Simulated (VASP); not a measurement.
# YTe (Fm-3m) in VASP: single point with LDA

Aim: the single point of YTe with LDA.

All numbers are computed with VASP 6.6.1; they aren't measurements. Logs are shortened: lines on timing, memory, paths and dates and some standing lists are left out, and cuts for length are marked.

## (1) The cell of the first run

Symmetry: Fm-3m, No. 225, cubic system. Conventional cell: a = 6.080 Å, b = 6.080 Å, c = 6.080 Å, α = 90.00°, β = 90.00°, γ = 90.00°. Y (site symmetry m-3m) has 6 Te at 3.04 Å within 4.0 Å. Within 4.0 Å of Te (site symmetry m-3m) lie 6 Y at 3.04 Å.

## (2) Single point, LDA

Contents of INCAR:

```
PREC = Accurate
ENCUT = 500
EDIFF = 1E-6
ISMEAR = -1
SIGMA = 0.05
LREAL = False
LASPH = True
NELM = 120
ALGO = Normal
ISIF = 2
LWAVE = False
LCHARG = False
NBANDS = 16
GGA_COMPAT = False
```

Contents of KPOINTS:

```
Automatic mesh
0
Gamma
  6 6 6
```

Contents of POSCAR:

```
YTe
1.0
    0.0000000000      3.0400000000      3.0400000000
    3.0400000000      0.0000000000      3.0400000000
    3.0400000000      3.0400000000      0.0000000000
Y Te
1 1
Direct
    0.5000000000      0.5000000000      0.5000000000
    0.0000000000      0.0000000000      0.0000000000
```

Potentials or basis: VASP PAW LDA potentials, release 64 (Y_sv, Te).

Launch:

```bash
$ cat potpaw_LDA.64/Y_sv/POTCAR potpaw_LDA.64/Te/POTCAR > POTCAR
$ mpirun -np 1 vasp_std > vasp.out
```

OUTCAR:

```text
PREC = Accurate
   ENCUT = 500
   EDIFF = 1E-6
   ISMEAR = -1
   LREAL = False
   LASPH = True
   NELM = 120
   ISIF = 2

 ion  position               nearest neighbor table
   1  0.500  0.500  0.500-   2 3.04   2 3.04   2 3.04   2 3.04   2 3.04   2 3.04
   2  0.000  0.000  0.000-   1 3.04   1 3.04   1 3.04   1 3.04   1 3.04   1 3.04

  LATTYP: Found a face centered cubic cell.
 ALAT       =     6.0800000000

  Lattice vectors:

 A1 = (   0.0000000000,   3.0400000000,   3.0400000000)
 A2 = (   3.0400000000,   0.0000000000,   3.0400000000)
 A3 = (   3.0400000000,   3.0400000000,   0.0000000000)

Analysis of symmetry for initial positions (statically):
=====================================================================
 Subroutine PRICEL returns:
 Original cell was already a primitive cell.

 Routine SETGRP: Setting up the symmetry group for a
 face centered cubic supercell.

 Subroutine GETGRP returns: Found 48 space group operations
 (whereof 48 operations were pure point group operations)
 out of a pool of 48 trial point group operations.

The static configuration has the point symmetry O_h .

Analysis of symmetry for dynamics (positions and initial velocities):
=====================================================================
 Subroutine PRICEL returns:
 Original cell was already a primitive cell.

 Routine SETGRP: Setting up the symmetry group for a
 face centered cubic supercell.

 Subroutine GETGRP returns: Found 48 space group operations
 (whereof 48 operations were pure point group operations)
 out of a pool of 48 trial point group operations.

The dynamic configuration has the point symmetry O_h .

 Subroutine INISYM returns: Found 48 space group operations
 (whereof 48 operations are pure point group operations),
 and found     1 'primitive' translations

----------------------------------------------------------------------------------------

                                     Primitive cell

  volume of cell :      56.1889

  direct lattice vectors                    reciprocal lattice vectors
     0.000000000  3.040000000  3.040000000    -0.164473684  0.164473684  0.164473684
     3.040000000  0.000000000  3.040000000     0.164473684 -0.164473684  0.164473684
     3.040000000  3.040000000  0.000000000     0.164473684  0.164473684 -0.164473684

  length of vectors
     4.299209230  4.299209230  4.299209230     0.284876778  0.284876778  0.284876778

  position of ions in fractional coordinates (direct lattice)
     0.500000000  0.500000000  0.500000000
     0.000000000  0.000000000  0.000000000

  ion indices of the primitive-cell ions
   primitive index   ion index
                 1           1
                 2           2

----------------------------------------------------------------------------------------

 KPOINTS: Automatic mesh

Automatic generation of k-mesh.
 Grid dimensions read from file:
 generate k-points for:    6    6    6

 Generating k-lattice:

  Cartesian coordinates                     Fractional coordinates (reciprocal lattice)
    -0.027412281  0.027412281  0.027412281     0.166666667  0.000000000  0.000000000
     0.027412281 -0.027412281  0.027412281     0.000000000  0.166666667  0.000000000
     0.027412281  0.027412281 -0.027412281     0.000000000  0.000000000  0.166666667

  Length of vectors
     0.047479463  0.047479463  0.047479463

  Shift w.r.t. Gamma in fractional coordinates (k-lattice)
     0.000000000  0.000000000  0.000000000

 Subroutine IBZKPT returns following result:
 ===========================================

 Found     16 irreducible k-points:

 Following reciprocal coordinates:
            Coordinates               Weight
  0.000000  0.000000  0.000000      1.000000
  0.166667  0.000000  0.000000      8.000000
  0.333333  0.000000  0.000000      8.000000
  0.500000  0.000000  0.000000      4.000000
  0.166667  0.166667  0.000000      6.000000
  0.333333  0.166667  0.000000     24.000000
[... 8 lines left out ...]
 -0.333333  0.333333  0.166667     24.000000
 -0.333333  0.500000  0.166667     12.000000
   k-points           NKPTS =     16   k-points in BZ     NKDIM =     16   number of bands    NBANDS=     16
   number of dos      NEDOS =    301   number of ions     NIONS =      2
   total plane-waves  NPLWV =  32768
   dimension x,y,z NGX =    32 NGY =   32 NGZ =   32
   dimension x,y,z NGXF=    64 NGYF=   64 NGZF=   64
   ions per type =               1   1
   NGX,Y,Z   is equivalent  to a cutoff of  12.37, 12.37, 12.37 a.u.
   NGXF,Y,Z  is equivalent  to a cutoff of  24.75, 24.75, 24.75 a.u.
 SYSTEM =  unknown system
   PREC   = accura    normal or accurate (medium, high low for compatibility)
   ISTART =      0    job   : 0-new  1-cont  2-samecut
   ICHARG =      2    charge: 1-file 2-atom 10-const
   ISPIN  =      1    spin polarized calculation?
   LNONCOLLINEAR =      F non collinear calculations
   LSORBIT =      F    spin-orbit coupling
   LASPH  =      T    aspherical Exc in radial PAW
   ENCUT  =  500.0 eV  36.75 Ry    6.06 a.u.   7.84  7.84  7.84*2*pi/ulx,y,z
   NELM   =    120;   NELMIN=  2; NELMDL= -5     # of ELM steps
   EDIFF  = 0.1E-05   stopping-criterion for ELM
   LREAL  =      F    real-space projection
   EDIFFG = 0.1E-04   stopping-criterion for IOM
   NSW    =      0    number of steps for IOM
   IBRION =     -1    ionic relax: 0-MD 1-quasi-New 2-CG
   NFREE  =      0    steps in history (QN), initial steepest desc. (CG)
   ISIF   =      2    stress and relaxation
   ISYM   =      2    0-nonsym 1-usesym 2-fastsym
   POTIM  = 0.5000    time-step for ionic-motion
   TEBEG  =    0.0;   TEEND  =   0.0 temperature during run
   PSTRESS=    0.0 pullay stress
   NELECT =      17.0000    total number of electrons
   NUPDOWN=      -1.0000    fix difference up-down
   EMIN   =  10.00;   EMAX   =-10.00  energy-range for DOS
   EFERMI =   0.00;   METHOD = LEGACY
   ISMEAR =    -1;   SIGMA  =   0.05  broadening in eV -4-tet -1-fermi 0-gaus
   EFERMI_NEDOS =   21; number of points for ismear=-14 and -15
   IALGO  =     38    algorithm
   IMIX   =      4    mixing-type and parameters
     AMIX     =   0.40;   BMIX     =  1.00
     AMIX_MAG =   1.60;   BMIX_MAG =  1.00
  volume/ion in A,a.u.               =      28.09       189.59
  Fermi-wavevector in a.u.,A,eV,Ry     =   1.099025  2.076856 16.433877  1.207856
  Thomas-Fermi vector in A             =   2.235412
   LORBIT       =      0    0 simple, 1 ext, 2 COOP (PROOUT), +10 PAW based schemes
   GGA     = CA    functional components
   LHFCALC =     F    Hartree Fock is set to
   AEXX    =    0.0000 exact exchange contribution
   IVDW    =     0    specifies the selected vdW correction
   LEPSILON=     F    determine dielectric tensor
   LRPA    =     F    only Hartree local field effects (RPA)
 non-spin polarized calculation
  energy-cutoff  :      500.00
  volume of cell :       56.19
 maximum number of plane-waves:      1458
   NGX = 15   NGY = 15   NGZ = 15

 number of electron      17.0000001 magnetization

 Free energy of the ion-electron system (eV)
  ---------------------------------------------------
  ext. energy  EPLUGINS =         0.00000000
  ---------------------------------------------------
  free energy    TOTEN  =       -13.58762558 eV

  energy without entropy =      -13.57913031  energy(sigma->0) =      -13.58337794

 E-fermi :   6.9425     XC(G=0): -10.1524

 val. band max:        6.9402983046   @ k =   0.1667   0.0000   0.0000
 cond. band min:       7.0261767945   @ k =   0.1667   0.0000   0.0000
 fundamental gap:      0.0858784899
 Fermi energy:         6.9424904572

 k-point     1 :       0.0000    0.0000    0.0000
  band No.  band energies     occupation
      1     -36.5884      2.00000
      2     -16.7111      2.00000
      3     -16.7111      2.00000
      4     -16.7111      2.00000
      5      -6.3565      2.00000
      6       4.7620      2.00000
[... 8 lines left out ...]
     15      12.2212      0.00000
     16      17.3285      0.00000

 k-point     2 :       0.1667    0.0000    0.0000
  band No.  band energies     occupation
      1     -36.5865      2.00000
      2     -16.7498      2.00000
      3     -16.7126      2.00000
      4     -16.7126      2.00000
      5      -6.1091      2.00000
      6       3.2049      2.00000
[... 8 lines left out ...]
     15      13.0070      0.00000
     16      14.9488      0.00000

 k-point     3 :       0.3333    0.0000    0.0000
  band No.  band energies     occupation
      1     -36.5829      2.00000
      2     -16.8253      2.00000
      3     -16.7156      2.00000
      4     -16.7156      2.00000
      5      -5.5391      2.00000
      6       1.3477      2.00000
[... 8 lines left out ...]
     15      13.2713      0.00000
     16      13.2713      0.00000

 k-point     4 :       0.5000    0.0000    0.0000
  band No.  band energies     occupation
      1     -36.5811      2.00000
      2     -16.8621      2.00000
      3     -16.7170      2.00000
      4     -16.7170      2.00000
      5      -5.1952      2.00000
      6       0.5642      2.00000
[... 8 lines left out ...]
     15      12.3601      0.00000
     16      12.3601      0.00000

 k-point     5 :       0.1667    0.1667    0.0000
  band No.  band energies     occupation
      1     -36.5859      2.00000
      2     -16.7434      2.00000
      3     -16.7223      2.00000
      4     -16.7223      2.00000
      5      -6.0561      2.00000
      6       2.7612      2.00000
[... 8 lines left out ...]
     15      13.3722      0.00000
     16      14.3406      0.00000

 k-point     6 :       0.3333    0.1667    0.0000
  band No.  band energies     occupation
      1     -36.5828      2.00000
      2     -16.7980      2.00000
      3     -16.7295      2.00000
      4     -16.7267      2.00000
      5      -5.6664      2.00000
      6       1.7355      2.00000
[... 8 lines left out ...]
     15      13.0269      0.00000
     16      13.9293      0.00000

 k-point     7 :       0.5000    0.1667    0.0000
  band No.  band energies     occupation
      1     -36.5804      2.00000
      2     -16.8421      2.00000
      3     -16.7376      2.00000
      4     -16.7269      2.00000
      5      -5.2828      2.00000
      6       0.9894      2.00000
[... 8 lines left out ...]
     15      12.5684      0.00000
     16      13.4556      0.00000

 k-point     8 :      -0.3333    0.1667    0.0000
  band No.  band energies     occupation
      1     -36.5810      2.00000
      2     -16.8316      2.00000
      3     -16.7454      2.00000
      4     -16.7173      2.00000
      5      -5.3479      2.00000
      6       1.1038      2.00000
[... 8 lines left out ...]
     15      12.9313      0.00000
     16      13.0777      0.00000

 k-point     9 :      -0.1667    0.1667    0.0000
  band No.  band energies     occupation
      1     -36.5841      2.00000
      2     -16.7840      2.00000
      3     -16.7348      2.00000
      4     -16.7101      2.00000
      5      -5.7820      2.00000
      6       2.0827      2.00000
[... 8 lines left out ...]
     15      13.4579      0.00000
     16      13.5735      0.00000

 k-point    10 :       0.3333    0.3333    0.0000
  band No.  band energies     occupation
      1     -36.5809      2.00000
      2     -16.7992      2.00000
      3     -16.7450      2.00000
      4     -16.7450      2.00000
      5      -5.6186      2.00000
      6       1.6636      2.00000
[... 8 lines left out ...]
     15      14.5869      0.00000
     16      14.5869      0.00000

 k-point    11 :       0.5000    0.3333    0.0000
  band No.  band energies     occupation
      1     -36.5790      2.00000
      2     -16.8155      2.00000
      3     -16.7644      2.00000
      4     -16.7467      2.00000
      5      -5.4467      2.00000
      6       1.7293      2.00000
[... 8 lines left out ...]
     15      13.6374      0.00000
     16      14.9891      0.00000

 k-point    12 :      -0.3333    0.3333    0.0000
  band No.  band energies     occupation
      1     -36.5790      2.00000
      2     -16.8058      2.00000
      3     -16.7908      2.00000
      4     -16.7329      2.00000
      5      -5.3039      2.00000
      6       1.5569      2.00000
[... 8 lines left out ...]
     15      13.2055      0.00000
     16      13.6837      0.00000

 k-point    13 :       0.5000    0.5000    0.0000
  band No.  band energies     occupation
      1     -36.5783      2.00000
      2     -16.8231      2.00000
      3     -16.7565      2.00000
      4     -16.7565      2.00000
      5      -5.5243      2.00000
      6       1.8263      2.00000
[... 8 lines left out ...]
     15      14.7520      0.00000
     16      15.9473      0.00000

 k-point    14 :       0.5000    0.3333    0.1667
  band No.  band energies     occupation
      1     -36.5803      2.00000
      2     -16.8124      2.00000
      3     -16.7601      2.00000
      4     -16.7319      2.00000
      5      -5.4275      2.00000
      6       1.4775      2.00000
[... 8 lines left out ...]
     15      12.7686      0.00000
     16      13.5351      0.00000

 k-point    15 :      -0.3333    0.3333    0.1667
  band No.  band energies     occupation
      1     -36.5790      2.00000
      2     -16.8171      2.00000
      3     -16.7716      2.00000
      4     -16.7408      2.00000
      5      -5.3038      2.00000
      6       1.5116      2.00000
[... 8 lines left out ...]
     15      13.4119      0.00000
     16      13.9400      0.00000

 k-point    16 :      -0.3333    0.5000    0.1667
  band No.  band energies     occupation
      1     -36.5783      2.00000
      2     -16.8063      2.00000
      3     -16.7730      2.00000
      4     -16.7600      2.00000
      5      -5.3879      2.00000
      6       2.0255      2.00000
[... 8 lines left out ...]
     15      13.8447      0.00000
     16      14.4516      0.00000

------------------------ aborting loop because EDIFF is reached ----------------------------------------

  FORCE on cell =-STRESS in cart. coord.  units (eV):
  Direction    XX          YY          ZZ          XY          YZ          ZX
  --------------------------------------------------------------------------------------
  -------------------------------------------------------------------------------------
  Total       -0.5747104     -0.5747104     -0.5747104      0.0000000      0.0000000      0.0000000
  in kB      -16.3873549    -16.3873549    -16.3873549      0.0000000      0.0000000      0.0000000
  external PRESSURE =     -16.3873549 kB  Pullay stress =       0.0000000 kB

 VOLUME and BASIS-vectors are now :
 -----------------------------------------------------------------------------
  energy-cutoff  :      500.00
  volume of cell :       56.19
      direct lattice vectors                 reciprocal lattice vectors
     0.000000000  3.040000000  3.040000000    -0.164473684  0.164473684  0.164473684
     3.040000000  0.000000000  3.040000000     0.164473684 -0.164473684  0.164473684
     3.040000000  3.040000000  0.000000000     0.164473684  0.164473684 -0.164473684

 POSITION                                       TOTAL-FORCE (eV/Angst)
 -----------------------------------------------------------------------------------
      3.04000      3.04000      3.04000         0.000000      0.000000      0.000000
      0.00000      0.00000      0.00000        -0.000000     -0.000000     -0.000000
 -----------------------------------------------------------------------------------
    total drift:                                0.000000     -0.000000      0.000000

  FREE ENERGIE OF THE ION-ELECTRON SYSTEM (eV)
  ---------------------------------------------------
  free  energy   TOTEN  =       -13.5876255770 eV

  energy  without entropy=      -13.5791303063  energy(sigma->0) =      -13.58337794
```

It took 11 s on 1 thread of Intel Xeon 6975P-C (Granite Rapids), shared host; peak memory 0.17 GiB.

Results:

- Free energy: -13.5876 eV
- Pressure: -1.6 GPa
- Band gap on the k mesh: zero (an odd number of electrons rules out a gap without spin polarisation)

Caveat: spin-orbit coupling is left out, which moves the levels of the heavy elements.
